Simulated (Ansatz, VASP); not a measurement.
# One calculation of HgTe, two programs

```xyz
2
Lattice="0.0000 3.2235 3.2235 3.2235 0.0000 3.2235 3.2235 3.2235 0.0000" Properties=species:S:1:pos:R:3 pbc="T T T"
Hg    0.0000    0.0000    0.0000
Te    4.8353    4.8353    4.8353
```

Alike in both runs: task electric field gradients; functional PBE; k mesh 11 × 11 × 11; occupations fermi-dirac, width 0.03 eV; no spin polarisation.

```csv
,VASP,Ansatz
version,VASP 6.6.1,Ansatz 0.2.0
potentials or method,"VASP PAW PBE potentials, release 64 (Hg, Te)","PAW with Ansatz's default frozen-core files, scalar-relativistic"
plane-wave cutoff (eV),520,420
valence electrons in the cell,18,36
```

|  | VASP | Ansatz | Ansatz less VASP |
| --- | --- | --- | --- |
| pressure (GPa) | 4.1 | 4.1 | -0.08 |

VASP's potentials hold 18 valence electrons a cell and Ansatz's 36, so a difference there can come from the potentials and not from the codes.

Spin-orbit coupling is off throughout.
